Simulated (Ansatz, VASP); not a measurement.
**CdTe: VASP beside Ansatz**

Contents of INCAR:

```
PREC = Accurate ; ENCUT = 520
EDIFF = 1E-8 ; ISMEAR = -1
SIGMA = 0.05 ; LREAL = F
LASPH = T ; NELM = 80
ALGO = Normal ; ISIF = 2
LWAVE = F ; LCHARG = F
GGA = PE ; LEFG = T
NBANDS = 26
```

File KPOINTS:

```
Automatic mesh
0
Gamma
  9 9 6
```

Contents of POSCAR:

```
CdTe
1.0
    3.0238630702     -3.0527848324      0.0000000000
    3.0238630702      3.0527848324      0.0000000000
    0.0000000000      0.0000000000      6.0083358012
Cd Te
2 2
Direct
    0.2770300000      0.7229700000      0.7500000000
    0.7229700000      0.2770300000      0.2500000000
    0.7661370000      0.2338630000      0.7500000000
    0.2338630000      0.7661370000      0.2500000000
```

Input for Ansatz:

```yaml
crystal:
  lattice:
    - [3.0238630702, -3.0527848324, 0.0]
    - [3.0238630702, 3.0527848324, 0.0]
    - [0.0, 0.0, 6.0083358012]
  atoms:
    - { symbol: Cd, position: [0.27703, 0.72297, 0.75] }
    - { symbol: Cd, position: [0.72297, 0.27703, 0.25] }
    - { symbol: Te, position: [0.766137, 0.233863, 0.75] }
    - { symbol: Te, position: [0.233863, 0.766137, 0.25] }
kpoints:
  mp_grid: { grid: [9, 9, 6] }
scf:
  occupations: { method: fermi_dirac, width: 0.05 }
hamiltonian:
  xc: pbe
  pseudopotentials: { kind: all_electron, datasets: crystal }
output:
  forces: true
  stress: true
  eigenvalues: true
  efg: { contact_densities: true }
```

Change from the starting cell: volume scaled by 0.96, crystal datasets.

Alike in both runs: task electric field gradients; functional PBE; k mesh 9 × 9 × 6; occupations fermi-dirac, width 0.05 eV; no spin polarisation.

```csv
,VASP,Ansatz
version,VASP 6.6.1,Ansatz 0.2.0
potentials or method,"VASP PAW PBE potentials, release 64 (Cd, Te), cutoff 520 eV","all-electron PAW with datasets made for the crystal, scalar-relativistic"
```

Ansatz gave:

```
pressure (GPa)                                                : 1.8
traceless stress, the component that is largest in VASP (GPa) : 0.34
rms of the force components (eV/Å)                            : 0.025
size of Vzz on the site where it differs most (V/Å²)          : 8.9
```

Which values does VASP return?

Pressure (GPa): 2.0; traceless stress, the component that is largest in VASP (GPa): 0.34; rms of the force components (eV/Å): 0.027; size of Vzz on the site where it differs most (V/Å²): 8.2.

Atom by atom the forces differ by 0.003 eV/Å (rms over components). Ansatz ran all-electron here, and VASP with PAW potentials.

Spin-orbit coupling is off throughout.
